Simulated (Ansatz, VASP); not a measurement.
Ga: VASP beside Ansatz

File INCAR:

```
SYSTEM = Ga
  PREC = Accurate
  ENCUT = 500
  EDIFF = 1E-6
  ISMEAR = 0
  SIGMA = 0.05
  LREAL = .False.
  LASPH = .True.
  NELM = 120
  ALGO = Normal
  ISIF = 2
  LWAVE = .False.
  LCHARG = .False.
  GGA = PE
  NBANDS = 12
  GGA_COMPAT = .False.
```

Contents of KPOINTS:

```
regular mesh
0
Gamma
  16 16 16
  0 0 0
```

POSCAR

```
Ga
1.0
    0.0000000000      2.1327162835      2.1327162835
    2.1327162835      0.0000000000      2.1327162835
    2.1327162835      2.1327162835      0.0000000000
Ga
1
Direct
    0.0000000000      0.0000000000      0.0000000000
```

Input for Ansatz:

```yaml
crystal:
  lattice:
    - [0.0, 2.1327162835, 2.1327162835]
    - [2.1327162835, 0.0, 2.1327162835]
    - [2.1327162835, 2.1327162835, 0.0]
  atoms:
    - { symbol: Ga, position: [0.0, 0.0, 0.0] }
basis:
  ecutwfc: 600
  ecutrho_ratio: 5
kpoints:
  mp_grid: { grid: [16, 16, 16] }
hamiltonian:
  xc: pbe
scf:
  occupations: { method: gaussian, width: 0.05 }
output:
  forces: true
  stress: true
  eigenvalues: true
```

Alike in both runs: task single point; functional PBE; k mesh 16 × 16 × 16; occupations gaussian, width 0.05 eV; no spin polarisation.

```csv
,VASP,Ansatz
version,VASP 6.6.1,Ansatz 0.2.0
potentials or method,"VASP PAW PBE potentials, release 64 (Ga_d), cutoff 500 eV","scalar-relativistic, plane waves, PAW"
valence electrons in the cell,13,13
```

|  | VASP | Ansatz | Ansatz less VASP |
| --- | --- | --- | --- |
| gap on the k mesh at the Fermi level (eV) | none | none | - |
| pressure (GPa) | -1.1 | -1.1 | -0.02 |

A gap of «none» marks a metal or a gap that the smearing closes. With one functional, cell and mesh, what is left measures potentials, basis and numerics.
